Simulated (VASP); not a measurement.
A run of VASP 6.6.1:

INCAR

```
SYSTEM = MgO
PREC = Accurate
ENCUT = 520
EDIFF = 1E-7
ISMEAR = -1
SIGMA = 0.05
LREAL = .False.
LASPH = .True.
NELM = 80
ALGO = Normal
ISIF = 2
LWAVE = .False.
LCHARG = .False.
GGA = PE
NBANDS = 11
```

Contents of KPOINTS:

```
regular mesh
0
Gamma
  14 14 14
  0 0 0
```

Contents of POSCAR:

```
MgO
1.0
    2.5211418377      0.0000000000      0.0000000000
    0.0000000000      2.5211418377      0.0000000000
    0.0000000000      0.0000000000      2.5211418377
Mg O
1 1
Direct
    0.0000000000      0.0000000000      0.0000000000
    0.5000000000      0.5000000000      0.5000000000
```

Potentials or basis: VASP PAW PBE potentials, release 64 (Mg, O).

The run is started by

```console
$ cat potpaw_PBE.64/Mg/POTCAR potpaw_PBE.64/O/POTCAR > POTCAR
$ mpirun -np 1 vasp_std > vasp.out
```

Hardware: 1 thread of Intel(R) Xeon(R) 6975P-C (Granite Rapids) (shared host).

**Question.** Estimate the wall time of this run.

**Answer.** Wall time 8 s on 1 thread of Intel(R) Xeon(R) 6975P-C (Granite Rapids), with other jobs on the host, peak memory 0.13 GiB. Counts: scf iterations 13, k points 120.
